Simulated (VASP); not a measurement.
# InBi2Sb3 (Cmmm) in VASP: single point with r2SCAN+rVV10

Aim: the single point of InBi2Sb3 with r2SCAN+rVV10.

All numbers are computed with VASP 6.6.1; they aren't measurements. Logs are shortened: lines on timing, memory, paths and dates and some standing lists are left out, and cuts for length are marked.

## Step 1: The cell of the first run

The structure is orthorhombic, space group Cmmm (No. 65). Conventional cell: a = 6.523 Å, b = 10.950 Å, c = 5.416 Å, α = 90.00°, β = 90.00°, γ = 90.00°. In (site symmetry mmm) has 10 Sb at 3.62 to 4.24 Å and 8 Bi at 4.18 Å within 4.8 Å. Bi (site symmetry 2/m) has 6 Sb at 3.19 to 3.37 Å and 2 Bi at 3.26 Å and 4 In at 4.18 Å within 4.2 Å. Sb (site symmetry m2m) has 5 Sb at 3.14 to 4.00 Å and 4 Bi at 3.37 Å and 3 In at 3.62 to 3.90 Å within 4.1 Å. Within 4.3 Å of Sb (site symmetry mmm) lie 4 Sb at 3.14 Å and 4 Bi at 3.19 Å and 4 In at 4.24 Å.

## Step 2: Single point, r2SCAN+rVV10

Contents of POSCAR:

```
InBi2Sb3
1.0
    3.2612830242     -5.4748637586      0.0000000000
    3.2612830242      5.4748637586      0.0000000000
    0.0000000000      0.0000000000      5.4159841309
In Bi Sb
1 2 3
Direct
    0.5000000000      0.5000000000      0.0000000000
    0.0000000000      0.5000000000      0.5000000000
    0.5000000000      0.0000000000      0.5000000000
    0.1442740281      0.8557259719      0.0000000000
    0.8557259719      0.1442740281      0.0000000000
    0.0000000000      0.0000000000      0.5000000000
```

Contents of INCAR.step1:

```
SYSTEM = InBi2Sb3
ALGO = Normal
EDIFF = 1E-5
ENCUT = 550
GGA = PE
GGA_COMPAT = .FALSE.
ISMEAR = -1
LASPH = .TRUE.
LCHARG = .FALSE.
LREAL = .FALSE.
LWAVE = .TRUE.
NBANDS = 38
NELM = 120
PREC = Accurate
SIGMA = 0.03
```

Contents of INCAR.step2:

```
SYSTEM = InBi2Sb3
ALGO = Normal
BPARAM = 11.95
CPARAM = 0.0093
EDIFF = 1E-6
ENCUT = 550
GGA_COMPAT = .FALSE.
ISIF = 2
ISMEAR = -1
ISTART = 1
IVDW_NL = 2
LASPH = .TRUE.
LCHARG = .FALSE.
LMIXTAU = .TRUE.
LREAL = .FALSE.
LUSE_VDW = .TRUE.
LWAVE = .FALSE.
METAGGA = R2SCAN
NBANDS = 38
NELM = 120
PREC = Accurate
SIGMA = 0.03
```

Contents of KPOINTS:

```
k-points
0
G
  6 6 6
  0 0 0
```

Potentials or basis: VASP PAW PBE potentials, release 64 (In_d, Bi_d, Sb).

Run with:

```bash
cat potpaw_PBE.64/In_d/POTCAR potpaw_PBE.64/Bi_d/POTCAR potpaw_PBE.64/Sb/POTCAR > POTCAR
cp INCAR.step1 INCAR
mpirun -np 1 vasp_std > vasp.out
cp INCAR.step2 INCAR
mpirun -np 1 vasp_std > vasp.out
```

OUTCAR:

```text
SYSTEM = InBi2Sb3
   BPARAM = 11.95
   EDIFF = 1E-6
   ENCUT = 550
   ISIF = 2
   ISMEAR = -1
   ISTART = 1
   IVDW_NL = 2
   LASPH = .TRUE.
   LREAL = .FALSE.
   METAGGA = R2SCAN
   NELM = 120
   PREC = Accurate

 ion  position               nearest neighbor table
   1  0.500  0.500  0.000-   4 3.62   5 3.62   4 3.62   5 3.62   4 3.90   5 3.90
   2  0.000  0.500  0.500-   6 3.19   6 3.19   3 3.26   3 3.26   4 3.37   5 3.37   5 3.37   4 3.37

   3  0.500  0.000  0.500-   6 3.19   6 3.19   2 3.26   2 3.26   4 3.37   5 3.37   5 3.37   4 3.37

   4  0.144  0.856  0.000-   6 3.14   6 3.14   5 3.16   3 3.37   2 3.37   3 3.37   2 3.37   1 3.62
                             1 3.62   1 3.90
   5  0.856  0.144  0.000-   6 3.14   6 3.14   4 3.16   3 3.37   2 3.37   3 3.37   2 3.37   1 3.62
                             1 3.62   1 3.90
   6  0.000  0.000  0.500-   4 3.14   5 3.14   4 3.14   5 3.14   2 3.19   3 3.19   2 3.19   3 3.19

  LATTYP: Found a base centered orthorhombic cell.
 ALAT       =     6.5225660484
 B/A-ratio  =     1.6787453643
 C/A-ratio  =     0.8303456172

  Lattice vectors:

 A1 = (   3.2612830242,  -5.4748637586,   0.0000000000)
 A2 = (   3.2612830242,   5.4748637586,   0.0000000000)
 A3 = (   0.0000000000,   0.0000000000,   5.4159841309)

Analysis of symmetry for initial positions (statically):
=====================================================================
 Subroutine PRICEL returns:
 Original cell was already a primitive cell.

 Routine SETGRP: Setting up the symmetry group for a
 base centered orthorhombic supercell.

 Subroutine GETGRP returns: Found  8 space group operations
 (whereof  8 operations were pure point group operations)
 out of a pool of  8 trial point group operations.

The static configuration has the point symmetry D_2h.

Analysis of symmetry for dynamics (positions and initial velocities):
=====================================================================
 Subroutine PRICEL returns:
 Original cell was already a primitive cell.

 Routine SETGRP: Setting up the symmetry group for a
 base centered orthorhombic supercell.

 Subroutine GETGRP returns: Found  8 space group operations
 (whereof  8 operations were pure point group operations)
 out of a pool of  8 trial point group operations.

The dynamic configuration has the point symmetry D_2h.

 Subroutine INISYM returns: Found  8 space group operations
 (whereof  8 operations are pure point group operations),
 and found     1 'primitive' translations

----------------------------------------------------------------------------------------

                                     Primitive cell

  volume of cell :     193.4057

  direct lattice vectors                    reciprocal lattice vectors
     3.261283024 -5.474863759  0.000000000     0.153313894 -0.091326474  0.000000000
     3.261283024  5.474863759  0.000000000     0.153313894  0.091326474  0.000000000
     0.000000000  0.000000000  5.415984131     0.000000000  0.000000000  0.184638650

  length of vectors
     6.372605444  6.372605444  5.415984131     0.178453565  0.178453565  0.184638650

  position of ions in fractional coordinates (direct lattice)
     0.500000000  0.500000000  0.000000000
     0.000000000  0.500000000  0.500000000
     0.500000000  0.000000000  0.500000000
     0.144274028  0.855725972  0.000000000
     0.855725972  0.144274028  0.000000000
     0.000000000  0.000000000  0.500000000

  ion indices of the primitive-cell ions
   primitive index   ion index
                 1           1
                 2           2
                 3           3
                 4           4
                 5           5
                 6           6

----------------------------------------------------------------------------------------

 KPOINTS: k-points

Automatic generation of k-mesh.
 Grid dimensions read from file:
 generate k-points for:    6    6    6

 Generating k-lattice:

  Cartesian coordinates                     Fractional coordinates (reciprocal lattice)
     0.025552316 -0.015221079  0.000000000     0.166666667  0.000000000  0.000000000
     0.025552316  0.015221079  0.000000000     0.000000000  0.166666667  0.000000000
     0.000000000  0.000000000  0.030773108     0.000000000  0.000000000  0.166666667

  Length of vectors
     0.029742261  0.029742261  0.030773108

  Shift w.r.t. Gamma in fractional coordinates (k-lattice)
     0.000000000  0.000000000  0.000000000

 Subroutine IBZKPT returns following result:
 ===========================================

 Found     52 irreducible k-points:

 Following reciprocal coordinates:
            Coordinates               Weight
  0.000000  0.000000  0.000000      1.000000
  0.166667  0.000000  0.000000      4.000000
  0.333333  0.000000  0.000000      4.000000
  0.500000 -0.000000  0.000000      2.000000
  0.166667  0.166667  0.000000      2.000000
  0.333333  0.166667  0.000000      4.000000
[... 16 lines left out ...]
  0.333333  0.333333  0.166667      4.000000
  0.500000  0.333333  0.166667      8.000000
 [... further k-points ...]
   k-points           NKPTS =     52   k-points in BZ     NKDIM =     52   number of bands    NBANDS=     38
   number of dos      NEDOS =    301   number of ions     NIONS =      6
   total plane-waves  NPLWV = 105000
   dimension x,y,z NGX =    50 NGY =   50 NGZ =   42
   dimension x,y,z NGXF=   100 NGYF=  100 NGZF=   84
   ions per type =               1   2   3
   NGX,Y,Z   is equivalent  to a cutoff of  13.04, 13.04, 12.89 a.u.
   NGXF,Y,Z  is equivalent  to a cutoff of  26.09, 26.09, 25.78 a.u.
 SYSTEM =  InBi2Sb3
   PREC   = accura    normal or accurate (medium, high low for compatibility)
   ISTART =      1    job   : 0-new  1-cont  2-samecut
   ICHARG =      0    charge: 1-file 2-atom 10-const
   ISPIN  =      1    spin polarized calculation?
   LNONCOLLINEAR =      F non collinear calculations
   LSORBIT =      F    spin-orbit coupling
   LASPH  =      T    aspherical Exc in radial PAW
   ENCUT  =  550.0 eV  40.42 Ry    6.36 a.u.  12.19 12.19 10.36*2*pi/ulx,y,z
   NELM   =    120;   NELMIN=  2; NELMDL=  0     # of ELM steps
   EDIFF  = 0.1E-05   stopping-criterion for ELM
   LREAL  =      F    real-space projection
   EDIFFG = 0.1E-04   stopping-criterion for IOM
   NSW    =      0    number of steps for IOM
   IBRION =     -1    ionic relax: 0-MD 1-quasi-New 2-CG
   NFREE  =      0    steps in history (QN), initial steepest desc. (CG)
   ISIF   =      2    stress and relaxation
   ISYM   =      2    0-nonsym 1-usesym 2-fastsym
   POTIM  = 0.5000    time-step for ionic-motion
   TEBEG  =    0.0;   TEEND  =   0.0 temperature during run
   PSTRESS=    0.0 pullay stress
   NELECT =      58.0000    total number of electrons
   NUPDOWN=      -1.0000    fix difference up-down
   EMIN   =  10.00;   EMAX   =-10.00  energy-range for DOS
   EFERMI =   0.00;   METHOD = LEGACY
   ISMEAR =    -1;   SIGMA  =   0.03  broadening in eV -4-tet -1-fermi 0-gaus
   EFERMI_NEDOS =   21; number of points for ismear=-14 and -15
   IALGO  =     38    algorithm
   IMIX   =      4    mixing-type and parameters
     AMIX     =   0.40;   BMIX     =  1.00
     AMIX_MAG =   1.60;   BMIX_MAG =  1.00
  volume/ion in A,a.u.               =      32.23       217.53
  Fermi-wavevector in a.u.,A,eV,Ry     =   1.095791  2.070745 16.337306  1.200758
  Thomas-Fermi vector in A             =   2.232121
   LORBIT       =      0    0 simple, 1 ext, 2 COOP (PROOUT), +10 PAW based schemes
   METAGGA = R2SCAN    functional components
   LHFCALC =     F    Hartree Fock is set to
   AEXX    =    0.0000 exact exchange contribution
   IVDW_NL    =     2    kernel type
   BPARAM     =11.9500
   IVDW    =     0    specifies the selected vdW correction
   LEPSILON=     F    determine dielectric tensor
   LRPA    =     F    only Hartree local field effects (RPA)
 non-spin polarized calculation
  energy-cutoff  :      550.00
  volume of cell :      193.41
 maximum number of plane-waves:      5708
 NGX is ok and might be reduce to    50
   NGX = 25   NGY = 25   NGZ = 21

 number of electron      57.9999990 magnetization

 Free energy of the ion-electron system (eV)
  ---------------------------------------------------
  ext. energy  EPLUGINS =         0.00000000
  ---------------------------------------------------
  free energy    TOTEN  =      -212.94805720 eV

  energy without entropy =     -212.93663421  energy(sigma->0) =     -212.94234571

 E-fermi :   6.6542     XC(G=0): -10.1161

 val. band max:        6.6533745937   @ k =   0.0000   0.0000   0.5000
 cond. band min:       6.6737647350   @ k =   0.3333   0.0000   0.3333
 fundamental gap:      0.0203901413
 Fermi energy:         6.6542416004

 k-point     1 :       0.0000    0.0000    0.0000
  band No.  band energies     occupation
      1     -17.2814      2.00000
      2     -17.1835      2.00000
      3     -17.1801      2.00000
      4     -17.1171      2.00000
      5     -17.1126      2.00000
      6     -17.0993      2.00000
[... 30 lines left out ...]
     37      10.8785      0.00000
     38      11.1032      0.00000

 k-point     2 :       0.1667    0.0000    0.0000
  band No.  band energies     occupation
      1     -17.2611      2.00000
      2     -17.1767      2.00000
      3     -17.1740      2.00000
      4     -17.1201      2.00000
      5     -17.1152      2.00000
      6     -17.0971      2.00000
[... 30 lines left out ...]
     37      11.2917      0.00000
     38      11.5968      0.00000

 k-point     3 :       0.3333    0.0000    0.0000
  band No.  band energies     occupation
      1     -17.2070      2.00000
      2     -17.1581      2.00000
      3     -17.1575      2.00000
      4     -17.1302      2.00000
      5     -17.1236      2.00000
      6     -17.0905      2.00000
[... 30 lines left out ...]
     37      10.1347      0.00000
     38      11.8689      0.00000

 k-point     4 :       0.5000   -0.0000    0.0000
  band No.  band energies     occupation
      1     -17.1522      2.00000
      2     -17.1522      2.00000
      3     -17.1389      2.00000
      4     -17.1387      2.00000
      5     -17.1156      2.00000
      6     -17.1155      2.00000
[... 30 lines left out ...]
     37      10.2352      0.00000
     38      11.0341      0.00000
[... 703 lines left out ...]
      4     -17.1175      2.00000
      5     -17.1128      2.00000
      6     -17.0986      2.00000
[... 30 lines left out ...]
     37      11.1739      0.00000
     38      11.7116      0.00000

 k-point    23 :       0.3333    0.3333    0.1667
  band No.  band energies     occupation
      1     -17.2069      2.00000
      2     -17.1588      2.00000
      3     -17.1555      2.00000
      4     -17.1317      2.00000
      5     -17.1237      2.00000
      6     -17.0896      2.00000
[... 30 lines left out ...]
     37      10.1841      0.00000
     38      10.3953      0.00000

 k-point    24 :       0.5000    0.3333    0.1667
  band No.  band energies     occupation
      1     -17.2610      2.00000
      2     -17.1748      2.00000
      3     -17.1746      2.00000
      4     -17.1220      2.00000
      5     -17.1153      2.00000
      6     -17.0961      2.00000
[... 30 lines left out ...]
     37      10.1749      0.00000
     38      10.7314      0.00000

 [... further k-points ...]

------------------------ aborting loop because EDIFF is reached ----------------------------------------

  FORCE on cell =-STRESS in cart. coord.  units (eV):
  Direction    XX          YY          ZZ          XY          YZ          ZX
  --------------------------------------------------------------------------------------
  -------------------------------------------------------------------------------------
  Total        1.1718077      0.6630827      1.1219739      0.0000000      0.0000000      0.0000000
  in kB        9.7072843      5.4929937      9.2944597      0.0000000      0.0000000      0.0000000
  external PRESSURE =       8.1649126 kB  Pullay stress =       0.0000000 kB

 VOLUME and BASIS-vectors are now :
 -----------------------------------------------------------------------------
  energy-cutoff  :      550.00
  volume of cell :      193.41
      direct lattice vectors                 reciprocal lattice vectors
     3.261283024 -5.474863759  0.000000000     0.153313894 -0.091326474  0.000000000
     3.261283024  5.474863759  0.000000000     0.153313894  0.091326474  0.000000000
     0.000000000  0.000000000  5.415984131     0.000000000  0.000000000  0.184638650

 POSITION                                       TOTAL-FORCE (eV/Angst)
 -----------------------------------------------------------------------------------
      3.26128      0.00000      0.00000        -0.000000      0.000000      0.000000
      1.63064      2.73743      2.70799         0.000000      0.000000      0.000000
      1.63064     -2.73743      2.70799         0.000000      0.000000      0.000000
      3.26128      3.89510      0.00000         0.000000      0.219831     -0.000000
      3.26128     -3.89510      0.00000         0.000000     -0.219831      0.000000
      0.00000      0.00000      2.70799         0.000000      0.000000      0.000000
 -----------------------------------------------------------------------------------
    total drift:                                0.000000     -0.000000      0.000000

  FREE ENERGIE OF THE ION-ELECTRON SYSTEM (eV)
  ---------------------------------------------------
  free  energy   TOTEN  =      -212.9480572007 eV

  energy  without entropy=     -212.9366342096  energy(sigma->0) =     -212.94234571
```

Run time: 46 min. Hardware: 1 thread of Intel Xeon 8259CL, shared host; peak memory 0.99 GiB.

What came out:

- Free energy: -212.9481 eV
- Pressure: 0.8 GPa
- Largest force: 0.220 eV/Å
- Band gap on the k mesh: zero (bands 29 and 30 overlap by 1.35 eV)

Forces on the atoms (eV/Å):
```
In   0.000  0.000  0.000
Bi   0.000  0.000  0.000
Bi   0.000  0.000  0.000
Sb   0.000  0.220  0.000
Sb   0.000 -0.220  0.000
Sb   0.000  0.000  0.000
```

Stress tensor (GPa, compression positive):
```
0.97 0.00 0.00
0.00 0.55 0.00
0.00 0.00 0.93
```

Levels at points of the mesh, in eV from the Fermi level:
| k point | band 27 | band 28 | band 29 | band 30 | band 31 | band 32 |
| --- | --- | --- | --- | --- | --- | --- |
| (0.00, 0.00, 0.00) | -1.47 | -1.24 | -0.96 | -0.45 | -0.40 | 0.90 |
| (0.50, 0.00, 0.00) | -1.36 | -1.04 | -0.85 | -0.84 | 0.40 | 0.74 |
| (0.50, 0.50, 0.00) | -1.62 | -1.60 | -0.62 | -0.53 | 0.98 | 1.36 |
| (0.00, 0.00, 0.50) | -2.37 | -0.79 | 0.00 | 0.03 | 0.44 | 2.43 |
| (0.50, 0.00, 0.50) | -1.34 | -0.59 | -0.55 | 0.62 | 0.99 | 1.03 |
| (0.50, 0.50, 0.50) | -1.18 | -0.95 | -0.57 | 0.14 | 1.21 | 1.41 |

Caveat: the PAW data sets were made with another functional, which shifts forces and pressure a little; spin-orbit coupling is left out, which moves the levels of the heavy elements.
